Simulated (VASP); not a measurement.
A run of VASP 6.6.1 is set up as follows.

File INCAR:

```
SYSTEM = BP
PREC = Accurate ; ENCUT = 520
EDIFF = 1E-8 ; ISMEAR = -1
SIGMA = 0.08 ; LREAL = .FALSE.
LASPH = .TRUE. ; NELM = 80
ALGO = Normal ; ISIF = 2
LWAVE = .FALSE. ; LCHARG = .FALSE.
GGA = PE ; LEFG = .TRUE.
NBANDS = 11
```

The input KPOINTS:

```
regular mesh
0
G
  13 13 11
  0 0 0
```

The input POSCAR:

```
BP
1.0
    2.9893735393      0.0000000000      0.0000000000
   -1.4946867696      2.5888734264      0.0000000000
    0.0000000000      0.0000000000      2.6439321342
B P
1 1
Direct
    0.0000000000      0.0000000000      0.0000000000
    0.3333333333      0.6666666667      0.5000000000
```

Potentials or basis: VASP PAW PBE potentials, release 64 (B, P).

The run is started by

```sh
$ cat potpaw_PBE.64/B/POTCAR potpaw_PBE.64/P/POTCAR > POTCAR
$ mpirun -np 1 vasp_std > vasp.out
```

Question: What does it give for the band gap on the k mesh?

Answer: Zero (band 4 reaches 13.09 eV, above the bottom of band 5 at 5.85 eV).

Question: Estimate the pressure.

Answer: 2.8 GPa.

Stress tensor (GPa, compression positive):
```
2.77 0.00 0.00
0.00 2.77 0.00
0.00 0.00 2.90
```

Caveat: without QUAD_EFG the Cq values of the log hold for a quadrupole moment of 1 mb, not for the nuclei.
